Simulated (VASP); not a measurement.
EuS: single point with PBE+U

Crystal: EuS.

```xyz
2
Lattice="4.2122 0.0000 0.0000 2.1061 3.6479 0.0000 2.1061 1.2160 3.4393" Properties=species:S:1:pos:R:3 pbc="T T T"
Eu    0.0000    0.0000    0.0000
S     4.2122    2.4319    1.7196
```

```
Program             : VASP 6.6.1
Task                : single point
Functional          : PBE
Potentials or basis : VASP PAW PBE potentials, release 64 (Eu, S)
Cutoff              : 600 eV
k mesh              : 10 × 10 × 10
Occupations         : fermi-dirac, width 0.1 eV
Spin                : collinear spin, ferromagnetic start
Starting moments    : [9.1, 0.0] μB
Hubbard terms       : Eu f U = 1.5 eV
```

- Pressure: -1.7 GPa
- Band gap on the k mesh: zero (filled and empty bands overlap)
- Net moment: 6.98 μB per cell
- Site moments: Eu +6.62; S -0.07 μB
- Valence electrons inside the program's atomic spheres: Eu 14.78; S 3.75

Levels at points of the mesh, in eV from the Fermi level:
Spin up:
```
           k point  band 13  band 14  band 15  band 16  band 17  band 18
(0.00, 0.00, 0.00)    -0.12    -0.12    -0.12     0.91     1.19     1.19
(0.50, 0.00, 0.00)    -0.51    -0.49    -0.49     3.02     3.34     3.78
(0.50, 0.50, 0.00)    -0.54    -0.51    -0.29    -0.29     3.21     3.33
```
Spin down:
```
           k point  band 6  band 7  band 8  band 9  band 10  band 11
(0.00, 0.00, 0.00)   -2.54   -2.54   -2.54    1.49     1.93     1.93
(0.50, 0.00, 0.00)   -5.07   -3.68   -3.68    3.09     4.13     4.83
(0.50, 0.50, 0.00)   -3.68   -2.89   -2.89   -0.08     4.01     4.07
```

Eigenvalues of the final occupation matrices:
| site | spin | trace | eigenvalues |
| --- | --- | --- | --- |
| site 1 f | 1 | 6.69 | 0.95 0.95 0.95 0.96 0.96 0.96 0.96 |
| site 1 f | 2 | 0.01 | 0.00 0.00 0.00 0.00 0.00 0.00 0.00 |

It took 91 s on 1 thread of Intel(R) Xeon(R) 6975P-C (Granite Rapids), on a shared host, peak memory 0.32 GiB.

Caveat: spin-orbit coupling is left out, which moves the levels of the heavy elements; a cell with one magnetic atom can't hold antiferromagnetic order, which such compounds often take. The state reached can hang on the start; a lower one may exist.
